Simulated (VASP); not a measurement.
**Ca: single point with PBEsol**

Ca:

```
Ca
1.0
     0.00000    2.79420    2.79420
     2.93391    0.00000    2.79420
     2.93391    2.79420    0.00000
Ca
1
Direct
  0.00000 0.00000 0.00000
```

This cell differs from its parent crystal: strain +0.0500 x Voigt [1, 0, 0, 0, 0, 0].

```
Program             : VASP 6.6.1
Task                : single point
Functional          : PBEsol
Potentials or basis : VASP PAW PBE potentials, release 64 (Ca_sv)
Cutoff              : 520 eV
k mesh              : 14 × 14 × 14
Occupations         : gaussian, width 0.15 eV
Spin                : no spin polarisation
```

```json
{"Pressure": "-1.8 GPa", "Band gap on the k mesh": "zero (bands 5 and 6 overlap by 0.43 eV)"}
```

Stress tensor (GPa, compression positive):
```
-2.09  0.00  0.00
 0.00 -1.63  0.00
 0.00  0.00 -1.63
```

Levels at points of the mesh, in eV from the Fermi level:
```tsv
k point	band 2	band 3	band 4	band 5	band 6	band 7	band 8	band 9
(0.00, 0.00, 0.00)	-23.04	-23.04	-23.04	-3.88	2.08	2.29	2.29	3.05
(0.50, 0.00, 0.00)	-23.14	-23.06	-23.05	-0.97	-0.20	1.99	2.24	3.77
(0.50, 0.50, 0.00)	-23.14	-23.08	-23.07	-0.33	0.58	0.98	3.78	3.89
(0.00, 0.50, 0.50)	-23.13	-23.07	-23.07	-0.50	0.55	0.66	3.83	3.97
```

Run time: 120 s on 1 thread of Intel(R) Xeon(R) Platinum 8488C (Sapphire Rapids), with other jobs on the host, peak memory 0.25 GiB.

Caveat: the cell differs from its parent crystal (strain +0.0500 x Voigt [1, 0, 0, 0, 0, 0]); the PAW data sets were made with another functional, which shifts forces and pressure a little.
